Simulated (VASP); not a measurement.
Cu: relaxation of shape and atoms at fixed volume with PBE

The system is Cu.

```xyz
2
Lattice="2.0300 0.0000 0.0000 -1.0150 1.7580 0.0000 0.0000 0.0000 3.3530" Properties=species:S:1:pos:R:3 pbc="T T T"
Cu    0.0000    1.1720    0.8383
Cu    1.0150    0.5860    2.5148
```

This isn't the form of Cu at room conditions, which is fcc.

| Item | Value |
| --- | --- |
| Program | VASP 6.6.1 |
| Task | relaxation of shape and atoms at fixed volume |
| Functional | PBE |
| Potentials or basis | VASP PAW PBE potentials, release 64 (Cu) |
| Cutoff | 600 eV |
| k mesh | 19 × 19 × 10 |
| Occupations | fermi-dirac, width 0.05 eV |
| Spin | no spin polarisation |
| Dipole correction | no |
| Further INCAR settings | ALGO = Normal; EDIFF = 1e-06; IBRION = 2; EDIFFG = -0.005; NSW = 50; ISIF = 4 |

| Property | Result |
| --- | --- |
| Energy gained by relaxing | 1.0 meV/atom |
| Ionic steps | 3 |
| Pressure after relaxing | 542.3 GPa |
| Band gap on the k mesh | zero (bands 11 and 12 overlap by 9.77 eV) |

The path:
| step | energy change (eV) | largest force (eV/Å) | pressure (GPa) | volume (Å³) |
| --- | --- | --- | --- | --- |
| 1 | 0.0000 | 0.0000 | 542.50 | 11.97 |
| 2 | 0.0065 | 0.0000 | 542.55 | 11.97 |
| 3 | -0.0021 | 0.0000 | 542.31 | 11.97 |

Final structure:
```
CELL_PARAMETERS angstrom
2.03482 0.00000 0.00000
-1.01741 1.76221 0.00000
0.00000 0.00000 3.33707
ATOMIC_POSITIONS crystal
Cu 0.33333 0.66667 0.25000
Cu 0.66667 0.33333 0.75000
```

Levels at points of the mesh, in eV from the Fermi level:
| k point | band 7 | band 8 | band 9 | band 10 | band 11 | band 12 | band 13 | band 14 | band 15 |
| --- | --- | --- | --- | --- | --- | --- | --- | --- | --- |
| (0.00, 0.00, 0.00) | -6.16 | -5.32 | -5.32 | -3.82 | -3.27 | -3.27 | 8.41 | 25.58 | 29.87 |
| (0.00, 0.00, 0.50) | -6.87 | -6.87 | -3.85 | -3.85 | -3.85 | -3.85 | 18.89 | 18.89 | 26.89 |

It took 49 s on 1 thread of AMD EPYC 9R45 96-Core Processor (Zen 5), on a shared host, peak memory 0.13 GiB.
